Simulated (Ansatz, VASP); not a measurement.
# One calculation of Tl2H3, two programs

The input INCAR:

```
PREC = Accurate ; ENCUT = 600
EDIFF = 1E-6 ; ISMEAR = 0
SIGMA = 0.1 ; LREAL = F
LASPH = T ; NELM = 80
ALGO = Normal ; ISIF = 3
LWAVE = F ; LCHARG = F
GGA = PE ; IBRION = 2
NSW = 90 ; EDIFFG = -0.04
```

Contents of KPOINTS:

```
Automatic mesh
0
Gamma
  6 6 6
```

Contents of POSCAR:

```
Tl2H3
1.0
    1.6897486890      0.9755768605      7.8328423082
   -1.6897486890      0.9755768605      7.8328423082
    0.0000000000     -1.9511537209      7.8328423082
Tl H
2 3
Direct
    0.4000000000      0.4000000000      0.4000000000
    0.6000000000      0.6000000000      0.6000000000
    0.0000000000      0.0000000000      0.0000000000
    0.2095000000      0.2095000000      0.2095000000
    0.7905000000      0.7905000000      0.7905000000
```

Input for Ansatz:

```yaml
crystal:
  lattice:
    - [1.689748689, 0.9755768605, 7.8328423082]
    - [-1.689748689, 0.9755768605, 7.8328423082]
    - [0.0, -1.9511537209, 7.8328423082]
  atoms:
    - { symbol: Tl, position: [0.4, 0.4, 0.4] }
    - { symbol: Tl, position: [0.6, 0.6, 0.6] }
    - { symbol: H, position: [0.0, 0.0, 0.0] }
    - { symbol: H, position: [0.2095, 0.2095, 0.2095] }
    - { symbol: H, position: [0.7905, 0.7905, 0.7905] }
basis:
  ecutwfc: 420
kpoints:
  mp_grid: { grid: [6, 6, 6] }
hamiltonian:
  xc: pbe
scf:
  occupations: { method: gaussian, width: 0.1 }
  lower_state_search: "off"
output:
  forces: true
  stress: true
  eigenvalues: true
relax:
  adjacent_minimum: "off"
  f_tol: 0.04
  max_steps: 70
  cell: { stress_tol: 0.4 }
```

Alike in both runs: task relaxation of cell and atoms; functional PBE; k mesh 6 × 6 × 6; occupations gaussian, width 0.1 eV; no spin polarisation.

|  | VASP | Ansatz |
| --- | --- | --- |
| version | VASP 6.6.1 | Ansatz 0.2.0 |
| potentials or method | VASP PAW PBE potentials, release 64 (Tl_d, H), cutoff 600 eV | scalar-relativistic, plane waves, PAW |
| valence electrons in the cell | 29 | 29 |

Ansatz gave:

| Property | Result |
| --- | --- |
| gap on the k mesh at the Fermi level, each at its own relaxed structure (eV) | none |
| relaxed volume (Å³/atom) | 16.93 |
| relaxed cell length with the largest relative difference (Å) | 7.204 |

Which values does VASP return?

gap on the k mesh at the Fermi level, each at its own relaxed structure (eV): none; relaxed volume (Å³/atom): 16.56; relaxed cell length with the largest relative difference (Å): 7.061.

A gap of «none» marks a metal or a gap that the smearing closes.

The k mesh is coarse, so the values compare programs but aren't converged. Spin-orbit coupling is off throughout.
